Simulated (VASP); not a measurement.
**Al: single point with PBEsol**

Crystal: Al.

```
Al
1.0
    -1.60632    1.60632   -1.60632
    -1.60632   -1.60632    1.60632
    -1.60632    6.42527    6.42527
Al
4
Direct
  0.56250 0.56250 0.87500
  0.43750 0.43750 0.12500
  0.81250 0.81250 0.37500
  0.18750 0.18750 0.62500
```

This cell differs from its parent crystal: the part above a cut slid along it.

```
Program                : VASP 6.6.1
Task                   : single point
Functional             : PBEsol
Potentials or basis    : VASP PAW PBE potentials, release 64 (Al)
Cutoff                 : 520 eV
k mesh                 : 16 × 16 × 5
Occupations            : gaussian, width 0.15 eV
Spin                   : no spin polarisation
Dipole correction      : no
Further INCAR settings : ALGO = Fast; EDIFF = 1e-06; NBANDS = 14; ISYM = 0
```

```json
{
  "Pressure": "4.8 GPa",
  "Largest force": "2.787 eV/Å",
  "Band gap on the k mesh": "zero (bands 6 and 7 overlap by 6.64 eV)"
}
```

Forces in eV/Å, atoms in the order of the input:
```
Al  -0.004 -1.971 -1.971
Al   0.004  1.971  1.971
Al  -0.001 -0.064 -0.064
Al   0.001  0.064  0.064
```

Stress tensor (GPa, compression positive):
```
-0.29  0.07  0.07
 0.07  7.40  6.51
 0.07  6.51  7.40
```

Levels at points of the mesh, in eV from the Fermi level:
| k point | band 4 | band 5 | band 6 | band 7 | band 8 | band 9 |
| --- | --- | --- | --- | --- | --- | --- |
| (0.00, 0.00, 0.00) | -4.32 | -3.78 | 3.96 | 4.37 | 8.48 | 8.60 |
| (0.50, 0.00, 0.00) | -4.76 | -3.41 | -2.75 | -0.81 | -0.27 | 2.58 |
| (0.00, 0.50, 0.00) | -4.76 | -3.41 | -2.75 | -0.81 | -0.27 | 2.58 |
| (0.50, 0.50, 0.00) | -2.56 | -2.18 | -2.09 | 1.47 | 1.92 | 2.26 |

Run time: 4.7 min on 1 thread of Intel(R) Xeon(R) Platinum 8488C (Sapphire Rapids) (shared host), peak memory 0.53 GiB.

Caveat: the cell differs from its parent crystal (the part above a cut slid along it); the stress differs along the axes, from -0 to 7 GPa; the PAW data sets were made with another functional, which shifts forces and pressure a little.
